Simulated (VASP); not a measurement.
Here is a VASP 6.6.1 calculation.

INCAR

```
SYSTEM = Rb
PREC = Accurate ; ENCUT = 520
EDIFF = 1E-7 ; ISMEAR = 0
SIGMA = 0.15 ; LREAL = .False.
LASPH = .True. ; NELM = 60
ALGO = Fast ; ISIF = 2
LWAVE = .False. ; LCHARG = .False.
GGA = PE ; NBANDS = 10
```

The input KPOINTS:

```
Automatic mesh
0
Gamma
  12 12 12
  0 0 0
```

The input POSCAR:

```
Rb
1.0
   -2.8060000000      2.8322361000      2.8322361000
    2.8060000000     -2.7797639000      2.7797639000
    2.8060000000      2.7797639000     -2.7797639000
Rb
1
Direct
    0.0000000000      0.0000000000      0.0000000000
```

Potentials or basis: VASP PAW PBE potentials, release 64 (Rb_sv).

Launch:

```sh
$ cat potpaw_PBE.64/Rb_sv/POTCAR > POTCAR
$ mpirun -np 1 vasp_std > vasp.out
```

(1) Estimate the pressure.

(2) Estimate the band gap on the k mesh.

## Answers

(1) 0.1 GPa.

(2) zero (an odd number of electrons rules out a gap without spin polarisation).

Caveat: the cell differs from its parent crystal (strain +0.0187 x Voigt [0, 0, 0, 1, 0, 0]).
